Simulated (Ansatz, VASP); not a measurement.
## CaO: VASP beside Ansatz

```xyz
2
Lattice="0.0000 2.3539 2.3539 2.3539 0.0000 2.3539 2.3539 2.3539 0.0000" Properties=species:S:1:pos:R:3 pbc="T T T"
Ca    0.0000    0.0000    0.0000
O     2.3539    2.3539    2.3539
```

Alike in both runs: functional LDA; k mesh 8 × 8 × 8; occupations gaussian, width 0.1 eV; no spin polarisation.

Ansatz relaxed the structure, and its values are those at the end. VASP's run is a single point on that final structure, the one shown.

```csv
,VASP,Ansatz
version,VASP 6.6.1,Ansatz 0.2.0
potentials or method,"VASP PAW LDA potentials, release 64 (Ca_sv, O), cutoff 520 eV","scalar-relativistic, plane waves, PAW"
valence electrons in the cell,16,16
```

VASP gave:

```
gap on the k mesh at the Fermi level (eV) : 3.42
least direct gap on the mesh (eV)         : 3.78
pressure (GPa)                            : 1.0
```

Task: Estimate Ansatz's values.

Result: gap on the k mesh at the Fermi level (eV): 3.45; least direct gap on the mesh (eV): 3.81; pressure (GPa): 0.0.

Ansatz warns that its potentials were made for another functional, while VASP's fit it. LDA's correlation is that of Perdew and Zunger in VASP and of Perdew and Wang (1992) in Ansatz.
